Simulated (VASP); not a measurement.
The system is InH2F3.

```
CELL_PARAMETERS angstrom
2.44509 1.41168 3.58702
-2.44509 1.41168 3.58702
0.00000 -2.82335 3.58702
ATOMIC_POSITIONS crystal
In 0.00000 0.00000 0.00000
H 0.62678 0.62678 0.62678
H 0.37322 0.37322 0.37322
F 0.00000 0.50000 0.00000
F 0.50000 0.00000 0.00000
F 0.00000 0.00000 0.50000
```

The cell was built from a structure type or drawn by symmetry, and may not be a known phase.

* Program: VASP 6.6.1
* Task: relaxation of cell and atoms
* Functional: PBE
* Potentials or basis: VASP PAW PBE potentials, release 64 (In_d, H, F)
* Cutoff: 600 eV
* k mesh: 3 × 3 × 3
* Occupations: gaussian, width 0.15 eV
* Spin: no spin polarisation

At the start: pressure -6.7 GPa; volume 12.38 Å³/atom.

**Question.** How do energy, volume and symmetry change on relaxing?

**Answer.** Over 30 steps the energy falls by 1319.2 meV/atom and the volume is 12.27 Å³/atom (-0.9 %); space group R-3m (No. 166, to 0.1 Å) before and after.

The path:
```csv
step,energy change (eV),largest force (eV/Å),pressure (GPa),volume (Å³)
1,0.0000,0.1095,-6.67,74.29
2,-1.3114,0.7006,0.34,68.52
3,-1.8946,1.4033,9.90,64.16
4,-1.1049,3.1226,50.24,54.73
5,-1.9954,1.8644,18.13,61.51
6,-2.7599,2.5188,15.27,63.43
7,-4.6737,4.2489,6.86,67.19
8,-2.5380,2.4431,-20.92,63.06
9,-4.4495,4.2701,3.06,67.74
10,-4.7801,4.9569,-8.01,66.92
11,-4.7822,4.8622,-3.98,67.47
12,-5.6196,3.0896,-12.66,68.75
13,-5.6213,2.8549,-12.89,68.78
14,-5.9228,5.7273,2.26,64.70
15,-6.0706,1.4825,-3.45,66.03
16,-6.4621,0.3460,4.33,64.16
17,-6.5624,1.6719,12.15,62.31
18,-6.8923,1.1795,10.89,63.81
19,-7.5492,1.1438,8.06,67.76
20,-6.5466,16.3591,6.45,73.37
21,-7.5174,5.5565,7.86,69.66
22,-7.6483,4.5103,6.07,70.61
23,-7.8712,1.9321,1.34,73.33
24,-7.8956,0.9892,-0.55,74.52
25,-7.8956,0.9207,-0.71,74.61
26,-7.9017,0.7993,-0.44,74.35
27,-7.9120,0.4572,0.37,73.56
28,-7.9129,0.3286,0.72,73.25
29,-7.9143,0.1830,0.44,73.40
30,-7.9150,0.0044,0.09,73.60
```

Final structure:
```xyz
6
Lattice="2.9005 1.6746 2.5253 -2.9005 1.6746 2.5253 0.0000 -3.3492 2.5253" Properties=species:S:1:pos:R:3 pbc="T T T"
In    0.0000    0.0000    0.0000
H     0.0000    0.0000    4.1615
H     0.0000    0.0000    3.4144
F    -1.4503    0.8373    1.2626
F     1.4503    0.8373    1.2626
F     0.0000   -1.6746    1.2626
```

Caveat: the k points lie up to 0.50 Å⁻¹ apart in the final cell.
